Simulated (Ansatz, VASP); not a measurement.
**Ti3Ag in VASP and in Ansatz**

```xyz
4
Lattice="4.2009 0.0000 0.0000 0.0000 4.2009 0.0000 0.0000 0.0000 3.9631" Properties=species:S:1:pos:R:3 pbc="T T T"
Ti    0.0000    2.1005    1.9816
Ti    2.1005    0.0000    1.9816
Ti    2.1005    2.1005    0.0000
Ag    0.0000    0.0000    0.0000
```

Change from the starting cell: volume scaled by 1.01.

Alike in both runs: task single point; functional LDA; k mesh 9 × 9 × 9; occupations fermi-dirac, width 0.08 eV; no spin polarisation.

|  | VASP | Ansatz |
| --- | --- | --- |
| version | VASP 6.6.1 | Ansatz 0.2.0 |
| potentials or method | VASP PAW LDA potentials, release 64 (Ti_sv, Ag), cutoff 520 eV | all-electron LAPW, scalar-relativistic |

|  | VASP | Ansatz | Ansatz less VASP |
| --- | --- | --- | --- |
| pressure (GPa) | -10.7 | -10.8 | -0.10 |
| traceless stress, the component that is largest in VASP (GPa) | 1.41 | 1.42 | +0.005 |

LDA's correlation is that of Perdew and Zunger in VASP and of Perdew and Wang (1992) in Ansatz. Ansatz ran all-electron here, and VASP with PAW potentials.
